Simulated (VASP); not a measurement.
# Rb (Pnma) in VASP: a series of runs, part 2 of 2

VASP 6.6.1. Earlier steps stand in the parts before.

## (4) Single point, LDA

INCAR

```
SYSTEM = Rb
PREC     = Accurate       ! precision mode
ENCUT    = 520            ! plane-wave cutoff, eV
EDIFF    = 1E-7           ! SCF threshold, eV
ISMEAR   = 1              ! smearing method
SIGMA    = 0.15           ! smearing width, eV
LREAL    = .FALSE.        ! projectors in reciprocal space
LASPH    = .TRUE.         ! aspherical terms in the spheres
NELM     = 100            ! most SCF steps
ALGO     = Normal         ! electronic algorithm
ISIF     = 2              ! what is computed and relaxed
LWAVE    = .FALSE.        ! write WAVECAR
LCHARG   = .FALSE.        ! write CHGCAR
GGA      = CA             ! functional
NBANDS   = 26             ! bands
```

KPOINTS

```
regular mesh
0
G
  4 5 2
  0 0 0
```

POSCAR

```
Rb
1.0
    5.7400000000      0.0000000000      0.0000000000
    0.0000000000      4.6400000000      0.0000000000
    0.0000000000      0.0000000000     12.3800000000
Rb
4
Direct
    0.0470000000      0.2500000000      0.8930000000
    0.4530000000      0.7500000000      0.3930000000
    0.5470000000      0.2500000000      0.6070000000
    0.9530000000      0.7500000000      0.1070000000
```

Potentials or basis: VASP PAW LDA potentials, release 64 (Rb_sv).

Started as:

```sh
> cat potpaw_LDA.64/Rb_sv/POTCAR > POTCAR
> mpirun -np 1 vasp_std > vasp.out
```

OUTCAR:

```text
SYSTEM = Rb
   PREC = Accurate
   ENCUT = 520
   EDIFF = 1E-7
   ISMEAR = 1
   LREAL = .FALSE.
   LASPH = .TRUE.
   NELM = 100
   ISIF = 2
   GGA = CA

 ion  position               nearest neighbor table
   1  0.047  0.250  0.893-   4 3.56   4 3.56   3 4.56   3 4.56
   2  0.453  0.750  0.393-   3 3.56   3 3.56   4 4.56   4 4.56
   3  0.547  0.250  0.607-   2 3.56   2 3.56   1 4.56   1 4.56
   4  0.953  0.750  0.107-   1 3.56   1 3.56   2 4.56   2 4.56

  LATTYP: Found a simple orthorhombic cell.
 ALAT       =     4.6400000000
 B/A-ratio  =     1.2370689655
 C/A-ratio  =     2.6681034483

  Lattice vectors:

 A1 = (   0.0000000000,  -4.6400000000,   0.0000000000)
 A2 = (   5.7400000000,   0.0000000000,   0.0000000000)
 A3 = (   0.0000000000,   0.0000000000,  12.3800000000)

Analysis of symmetry for initial positions (statically):
=====================================================================
 Subroutine PRICEL returns:
 Original cell was already a primitive cell.

 Routine SETGRP: Setting up the symmetry group for a
 simple orthorhombic supercell.

 Subroutine GETGRP returns: Found  8 space group operations
 (whereof  2 operations were pure point group operations)
 out of a pool of  8 trial point group operations.

The static configuration has the point symmetry S_2 .
 The point group associated with its full space group is D_2h.

Analysis of symmetry for dynamics (positions and initial velocities):
=====================================================================
 Subroutine PRICEL returns:
 Original cell was already a primitive cell.

 Routine SETGRP: Setting up the symmetry group for a
 simple orthorhombic supercell.

 Subroutine GETGRP returns: Found  8 space group operations
 (whereof  2 operations were pure point group operations)
 out of a pool of  8 trial point group operations.

The dynamic configuration has the point symmetry S_2 .
 The point group associated with its full space group is D_2h.

 Subroutine INISYM returns: Found  8 space group operations
 (whereof  2 operations are pure point group operations),
 and found     1 'primitive' translations

----------------------------------------------------------------------------------------

                                     Primitive cell

  volume of cell :     329.7240

  direct lattice vectors                    reciprocal lattice vectors
     5.740000000  0.000000000  0.000000000     0.174216028  0.000000000  0.000000000
     0.000000000  4.640000000  0.000000000     0.000000000  0.215517241  0.000000000
     0.000000000  0.000000000 12.380000000     0.000000000  0.000000000  0.080775444

  length of vectors
     5.740000000  4.640000000 12.380000000     0.174216028  0.215517241  0.080775444

  position of ions in fractional coordinates (direct lattice)
     0.047000000  0.250000000  0.893000000
     0.453000000  0.750000000  0.393000000
     0.547000000  0.250000000  0.607000000
     0.953000000  0.750000000  0.107000000

  ion indices of the primitive-cell ions
   primitive index   ion index
                 1           1
                 2           2
                 3           3
                 4           4

----------------------------------------------------------------------------------------

 KPOINTS: regular mesh

Automatic generation of k-mesh.
 Grid dimensions read from file:
 generate k-points for:    4    5    2

 Generating k-lattice:

  Cartesian coordinates                     Fractional coordinates (reciprocal lattice)
     0.043554007  0.000000000  0.000000000     0.250000000  0.000000000  0.000000000
     0.000000000  0.043103448  0.000000000     0.000000000  0.200000000  0.000000000
     0.000000000  0.000000000  0.040387722     0.000000000  0.000000000  0.500000000

  Length of vectors
     0.043554007  0.043103448  0.040387722

  Shift w.r.t. Gamma in fractional coordinates (k-lattice)
     0.000000000  0.000000000  0.000000000

 Subroutine IBZKPT returns following result:
 ===========================================

 Found     18 irreducible k-points:

 Following reciprocal coordinates:
            Coordinates               Weight
  0.000000  0.000000  0.000000      1.000000
  0.250000  0.000000  0.000000      2.000000
  0.500000  0.000000  0.000000      1.000000
  0.000000  0.200000  0.000000      2.000000
  0.250000  0.200000  0.000000      4.000000
  0.500000  0.200000  0.000000      2.000000
[... 10 lines left out ...]
  0.250000  0.400000  0.500000      4.000000
  0.500000  0.400000  0.500000      2.000000
   k-points           NKPTS =     18   k-points in BZ     NKDIM =     18   number of bands    NBANDS=     26
   number of dos      NEDOS =    301   number of ions     NIONS =      4
   total plane-waves  NPLWV = 165888
   dimension x,y,z NGX =    48 NGY =   36 NGZ =   96
   dimension x,y,z NGXF=    96 NGYF=   72 NGZF=  192
   ions per type =               4
   NGX,Y,Z   is equivalent  to a cutoff of  13.90, 12.90, 12.89 a.u.
   NGXF,Y,Z  is equivalent  to a cutoff of  27.80, 25.80, 25.78 a.u.
 SYSTEM =  Rb
   PREC   = accura    normal or accurate (medium, high low for compatibility)
   ISTART =      0    job   : 0-new  1-cont  2-samecut
   ICHARG =      2    charge: 1-file 2-atom 10-const
   ISPIN  =      1    spin polarized calculation?
   LNONCOLLINEAR =      F non collinear calculations
   LSORBIT =      F    spin-orbit coupling
   LASPH  =      T    aspherical Exc in radial PAW
   ENCUT  =  520.0 eV  38.22 Ry    6.18 a.u.  10.67  8.63 23.02*2*pi/ulx,y,z
   NELM   =    100;   NELMIN=  2; NELMDL= -5     # of ELM steps
   EDIFF  = 0.1E-06   stopping-criterion for ELM
   LREAL  =      F    real-space projection
   EDIFFG = 0.1E-05   stopping-criterion for IOM
   NSW    =      0    number of steps for IOM
   IBRION =     -1    ionic relax: 0-MD 1-quasi-New 2-CG
   NFREE  =      0    steps in history (QN), initial steepest desc. (CG)
   ISIF   =      2    stress and relaxation
   ISYM   =      2    0-nonsym 1-usesym 2-fastsym
   POTIM  = 0.5000    time-step for ionic-motion
   TEBEG  =    0.0;   TEEND  =   0.0 temperature during run
   PSTRESS=    0.0 pullay stress
   NELECT =      36.0000    total number of electrons
   NUPDOWN=      -1.0000    fix difference up-down
   EMIN   =  10.00;   EMAX   =-10.00  energy-range for DOS
   EFERMI =   0.00;   METHOD = LEGACY
   ISMEAR =     1;   SIGMA  =   0.15  broadening in eV -4-tet -1-fermi 0-gaus
   EFERMI_NEDOS =   21; number of points for ismear=-14 and -15
   IALGO  =     38    algorithm
   IMIX   =      4    mixing-type and parameters
     AMIX     =   0.40;   BMIX     =  1.00
     AMIX_MAG =   1.60;   BMIX_MAG =  1.00
  volume/ion in A,a.u.               =      82.43       556.27
  Fermi-wavevector in a.u.,A,eV,Ry     =   0.782454  1.478624  8.329953  0.612234
  Thomas-Fermi vector in A             =   1.886181
   LORBIT       =      0    0 simple, 1 ext, 2 COOP (PROOUT), +10 PAW based schemes
   GGA     = CA    functional components
   LHFCALC =     F    Hartree Fock is set to
   AEXX    =    0.0000 exact exchange contribution
   IVDW    =     0    specifies the selected vdW correction
   LEPSILON=     F    determine dielectric tensor
   LRPA    =     F    only Hartree local field effects (RPA)
 non-spin polarized calculation
 Methfessel and Paxton  Order N= 1 SIGMA  =   0.15
  energy-cutoff  :      520.00
  volume of cell :      329.72
 maximum number of plane-waves:      8904
 NGX is ok and might be reduce to    48
   NGX = 21   NGY = 17   NGZ = 47

 number of electron      36.0000000 magnetization

 Free energy of the ion-electron system (eV)
  ---------------------------------------------------
  ext. energy  EPLUGINS =         0.00000000
  ---------------------------------------------------
  free energy    TOTEN  =        -3.13407419 eV

  energy without entropy =       -3.13629415  energy(sigma->0) =       -3.13481417

 E-fermi :   0.1061     XC(G=0):  -5.8806

 val. band max:        0.0743881543   @ k =   0.5000   0.2000   0.5000
 cond. band min:       0.2029875931   @ k =   0.0000   0.4000   0.0000
 fundamental gap:      0.1285994387
 Fermi energy:         0.1061471047

 k-point     1 :       0.0000    0.0000    0.0000
  band No.  band energies     occupation
      1     -29.1386      2.00000
      2     -29.1335      2.00000
      3     -29.0384      2.00000
      4     -29.0331      2.00000
      5     -13.6041      2.00000
      6     -13.5411      2.00000
[... 511 lines left out ...]
     25       2.0959     -0.00000
     26       2.0959     -0.00000

------------------------ aborting loop because EDIFF is reached ----------------------------------------

  FORCE on cell =-STRESS in cart. coord.  units (eV):
  Direction    XX          YY          ZZ          XY          YZ          ZX
  --------------------------------------------------------------------------------------
  -------------------------------------------------------------------------------------
  Total       -1.4874759      2.6016503      2.8487253      0.0000000      0.0000000      0.0000000
  in kB       -7.2278646     12.6418020     13.8423761      0.0000000      0.0000000      0.0000000
  external PRESSURE =       6.4187712 kB  Pullay stress =       0.0000000 kB

 VOLUME and BASIS-vectors are now :
 -----------------------------------------------------------------------------
  energy-cutoff  :      520.00
  volume of cell :      329.72
      direct lattice vectors                 reciprocal lattice vectors
     5.740000000  0.000000000  0.000000000     0.174216028  0.000000000  0.000000000
     0.000000000  4.640000000  0.000000000     0.000000000  0.215517241  0.000000000
     0.000000000  0.000000000 12.380000000     0.000000000  0.000000000  0.080775444

 POSITION                                       TOTAL-FORCE (eV/Angst)
 -----------------------------------------------------------------------------------
      0.26978      1.16000     11.05534         0.175555      0.000000     -0.663287
      2.60022      3.48000      4.86534        -0.175555      0.000000     -0.663287
      3.13978      1.16000      7.51466         0.175555     -0.000000      0.663287
      5.47022      3.48000      1.32466        -0.175555     -0.000000      0.663287
 -----------------------------------------------------------------------------------
    total drift:                                0.000000      0.000000      0.000000

  FREE ENERGIE OF THE ION-ELECTRON SYSTEM (eV)
  ---------------------------------------------------
  free  energy   TOTEN  =        -3.1340741880 eV

  energy  without entropy=       -3.1362941459  energy(sigma->0) =       -3.13481417
```

Run time: 96 s. Hardware: 1 thread of AMD EPYC 9R45 (Zen 5), shared host; peak memory 0.33 GiB.

Results:

* Free energy: -3.1341 eV
* Pressure: 0.6 GPa
* Largest force: 0.686 eV/Å
* Band gap on the k mesh: zero (band 18 reaches 0.52 eV, above the bottom of band 19 at -0.74 eV)

Forces in eV/Å, atoms in the order of the input:
```
Rb   0.176  0.000 -0.663
Rb  -0.176  0.000 -0.663
Rb   0.176  0.000  0.663
Rb  -0.176  0.000  0.663
```

Stress tensor (GPa, compression positive):
```
-0.72  0.00  0.00
 0.00  1.26  0.00
 0.00  0.00  1.38
```

Levels at points of the mesh, in eV from the Fermi level:
```csv
k point,band 14,band 15,band 16,band 17,band 18,band 19,band 20,band 21,band 22,band 23
"(0.00, 0.00, 0.00)",-13.14,-13.13,-13.10,-2.15,-1.03,-0.85,0.70,1.27,1.35,1.81
"(0.50, 0.00, 0.00)",-13.14,-13.13,-13.13,-0.92,-0.92,0.10,0.10,0.34,0.34,1.28
"(0.00, 0.00, 0.50)",-13.14,-13.14,-13.14,-1.83,-1.83,0.15,0.15,1.48,1.48,1.67
"(0.50, 0.00, 0.50)",-13.14,-13.14,-13.14,-0.87,-0.87,-0.21,-0.21,0.74,0.74,1.47
```

## (5) Single point, PBE

INCAR

```
PREC     = Accurate       # precision mode
ENCUT    = 520            # plane-wave cutoff, eV
EDIFF    = 1E-6           # SCF threshold, eV
ISMEAR   = 1              # smearing method
SIGMA    = 0.15           # smearing width, eV
LREAL    = False          # projectors in reciprocal space
LASPH    = True           # aspherical terms in the spheres
NELM     = 80             # most SCF steps
ALGO     = Normal         # electronic algorithm
ISIF     = 2              # what is computed and relaxed
LWAVE    = False          # write WAVECAR
LCHARG   = True           # write CHGCAR
GGA      = PE             # functional
LELF     = True           # ELF
LVHAR    = True         
NBANDS   = 26             # bands
```

KPOINTS

```
regular mesh
0
Gamma
  4 5 2
```

POSCAR is that of step 4.

Potentials or basis: VASP PAW PBE potentials, release 64 (Rb_sv).

Started as:

```sh
> cat potpaw_PBE.64/Rb_sv/POTCAR > POTCAR
> mpirun -np 1 vasp_std > vasp.out
```

It took 92 s on 1 thread of AMD EPYC 9R45 (Zen 5), shared host; peak memory 0.42 GiB.

The run converged. Its results:

- Free energy: -2.4209 eV
- Pressure: 1.1 GPa
- Largest force: 0.772 eV/Å
- Band gap on the k mesh: zero (band 18 reaches 0.70 eV, above the bottom of band 19 at -0.53 eV)

Forces in eV/Å, atoms in the order of the input:
```
Rb   0.201  0.000 -0.746
Rb  -0.201  0.000 -0.746
Rb   0.201  0.000  0.746
Rb  -0.201  0.000  0.746
```

Stress tensor (GPa, compression positive):
```
-0.49  0.00  0.00
 0.00  1.91  0.00
 0.00  0.00  1.97
```

Levels at points of the mesh, in eV from the Fermi level:
```csv
k point,band 14,band 15,band 16,band 17,band 18,band 19,band 20,band 21,band 22,band 23
"(0.00, 0.00, 0.00)",-13.20,-13.19,-13.16,-2.07,-0.94,-0.81,0.80,1.38,1.48,1.90
"(0.50, 0.00, 0.00)",-13.19,-13.18,-13.18,-0.80,-0.80,0.16,0.16,0.36,0.36,1.38
"(0.00, 0.00, 0.50)",-13.19,-13.19,-13.19,-1.75,-1.75,0.21,0.21,1.58,1.58,1.81
"(0.50, 0.00, 0.50)",-13.19,-13.19,-13.19,-0.73,-0.73,-0.21,-0.21,0.82,0.82,1.53
```

## (6) Single point, r2SCAN

POSCAR is that of step 5.

INCAR.step1

```
  PREC = Accurate
  ENCUT = 520
  ISMEAR = 1
  SIGMA = 0.15
  LREAL = False
  LASPH = True
  NELM = 100
  NBANDS = 26
  GGA = PE
  ALGO = Normal
  EDIFF = 1E-4
  LWAVE = True
  LCHARG = False
```

INCAR.step2

```
  PREC = Accurate
  ENCUT = 520
  EDIFF = 1E-6
  ISMEAR = 1
  SIGMA = 0.15
  LREAL = False
  LASPH = True
  NELM = 100
  ALGO = Normal
  ISIF = 2
  LWAVE = False
  LCHARG = False
  METAGGA = R2SCAN
  LMIXTAU = True
  NBANDS = 26
  ISTART = 1
```

KPOINTS is that of step 5.

Potentials or basis: VASP PAW PBE potentials, release 64 (Rb_sv).

Started as:

```sh
> cat potpaw_PBE.64/Rb_sv/POTCAR > POTCAR
> cp INCAR.step1 INCAR
> mpirun -np 1 vasp_std > vasp.out
> cp INCAR.step2 INCAR
> mpirun -np 1 vasp_std > vasp.out
```

OUTCAR:

```text
PREC = Accurate
   ENCUT = 520
   EDIFF = 1E-6
   ISMEAR = 1
   LREAL = False
   LASPH = True
   NELM = 100
   ISIF = 2
   METAGGA = R2SCAN
   ISTART = 1

 ion  position               nearest neighbor table
   1  0.047  0.250  0.893-   4 3.56   4 3.56   3 4.56   3 4.56
   2  0.453  0.750  0.393-   3 3.56   3 3.56   4 4.56   4 4.56
   3  0.547  0.250  0.607-   2 3.56   2 3.56   1 4.56   1 4.56
   4  0.953  0.750  0.107-   1 3.56   1 3.56   2 4.56   2 4.56

  LATTYP: Found a simple orthorhombic cell.
 ALAT       =     4.6400000000
 B/A-ratio  =     1.2370689655
 C/A-ratio  =     2.6681034483

  Lattice vectors:

 A1 = (   0.0000000000,  -4.6400000000,   0.0000000000)
 A2 = (   5.7400000000,   0.0000000000,   0.0000000000)
 A3 = (   0.0000000000,   0.0000000000,  12.3800000000)

Analysis of symmetry for initial positions (statically):
=====================================================================
 Subroutine PRICEL returns:
 Original cell was already a primitive cell.

 Routine SETGRP: Setting up the symmetry group for a
[... 164 lines left out ...]
  free energy    TOTEN  =       -54.34293079 eV

  energy without entropy =      -54.34577923  energy(sigma->0) =      -54.34388027

 E-fermi :   0.2400     XC(G=0):  -5.9699

 val. band max:        0.1788809093   @ k =   0.5000   0.2000   0.5000
 cond. band min:       0.5240625092   @ k =   0.0000   0.4000   0.0000
 fundamental gap:      0.3451816000
 Fermi energy:         0.2400105751

 k-point     1 :       0.0000    0.0000    0.0000
  band No.  band energies     occupation
      1     -30.3028      2.00000
      2     -30.2979      2.00000
      3     -30.2023      2.00000
      4     -30.1972      2.00000
      5     -14.1521      2.00000
      6     -14.0933      2.00000
[... 511 lines left out ...]
     25       2.5360     -0.00000
     26       2.5360     -0.00000

------------------------ aborting loop because EDIFF is reached ----------------------------------------

  FORCE on cell =-STRESS in cart. coord.  units (eV):
  Direction    XX          YY          ZZ          XY          YZ          ZX
  --------------------------------------------------------------------------------------
  -------------------------------------------------------------------------------------
  Total       -1.3710681      3.7145473      3.5353738     -0.0000000      0.0000000      0.0000000
  in kB       -6.6622217     18.0495324     17.1789022     -0.0000000      0.0000000      0.0000000
  external PRESSURE =       9.5220710 kB  Pullay stress =       0.0000000 kB

 VOLUME and BASIS-vectors are now :
 -----------------------------------------------------------------------------
  energy-cutoff  :      520.00
  volume of cell :      329.72
      direct lattice vectors                 reciprocal lattice vectors
     5.740000000  0.000000000  0.000000000     0.174216028  0.000000000  0.000000000
     0.000000000  4.640000000  0.000000000     0.000000000  0.215517241  0.000000000
     0.000000000  0.000000000 12.380000000     0.000000000  0.000000000  0.080775444

 POSITION                                       TOTAL-FORCE (eV/Angst)
 -----------------------------------------------------------------------------------
      0.26978      1.16000     11.05534         0.191454      0.000000     -0.669608
      2.60022      3.48000      4.86534        -0.191454      0.000000     -0.669608
      3.13978      1.16000      7.51466         0.191454     -0.000000      0.669608
      5.47022      3.48000      1.32466        -0.191454      0.000000      0.669608
 -----------------------------------------------------------------------------------
    total drift:                                0.000000      0.000000      0.000000

  FREE ENERGIE OF THE ION-ELECTRON SYSTEM (eV)
  ---------------------------------------------------
  free  energy   TOTEN  =       -54.3429307900 eV

  energy  without entropy=      -54.3457792304  energy(sigma->0) =      -54.34388027
```

It took 6.8 min on 1 thread of AMD EPYC 9R45 (Zen 5), shared host; peak memory 0.44 GiB.

Results:

- Free energy: -54.3429 eV
- Pressure: 1.0 GPa
- Largest force: 0.696 eV/Å
- Band gap on the k mesh: zero (band 18 reaches 0.72 eV, above the bottom of band 19 at -0.55 eV)

Forces in eV/Å, atoms in the order of the input:
```
Rb   0.191  0.000 -0.670
Rb  -0.191  0.000 -0.670
Rb   0.191  0.000  0.670
Rb  -0.191  0.000  0.670
```

Levels at points of the mesh, in eV from the Fermi level:
```
           k point  band 14  band 15  band 16  band 17  band 18  band 19  band 20  band 21  band 22  band 23
(0.00, 0.00, 0.00)   -13.84   -13.83   -13.81    -2.07    -0.85    -0.79     1.01     1.65     1.77     2.17
(0.50, 0.00, 0.00)   -13.83   -13.83   -13.83    -0.67    -0.67     0.29     0.29     0.44     0.44     1.63
(0.00, 0.00, 0.50)   -13.84   -13.84   -13.84    -1.74    -1.74     0.33     0.33     1.84     1.84     2.13
(0.50, 0.00, 0.50)   -13.84   -13.83   -13.83    -0.52    -0.52    -0.25    -0.25     1.03     1.03     1.74
```

Caveat: the PAW data sets were made with another functional, which shifts forces and pressure a little.

## (7) The runs side by side

```tsv
level	potentials or basis	gap on the mesh (eV)	pressure (GPa)	largest force (eV/Å)
BLYP	VASP PAW PBE potentials, release 64 (Rb_sv)	none	1.5	0.81
PBEsol	VASP PAW PBE potentials, release 64 (Rb_sv)	none	0.9	0.73
LDA	VASP PAW LDA potentials, release 64 (Rb_sv)	none	0.6	0.69
PBE	VASP PAW PBE potentials, release 64 (Rb_sv)	none	1.1	0.77
r2SCAN	VASP PAW PBE potentials, release 64 (Rb_sv)	none	1.0	0.70
```

Alike in all rows: task single point; no spin polarisation; cell as given; k mesh 4 × 5 × 2; cutoff (eV) 520; smearing methfessel-paxton 0.15 eV.

Caveats: the PAW data sets were made with another functional, which shifts forces and pressure a little (some runs).

Absolute energies hang on the potentials; compare differences alone.
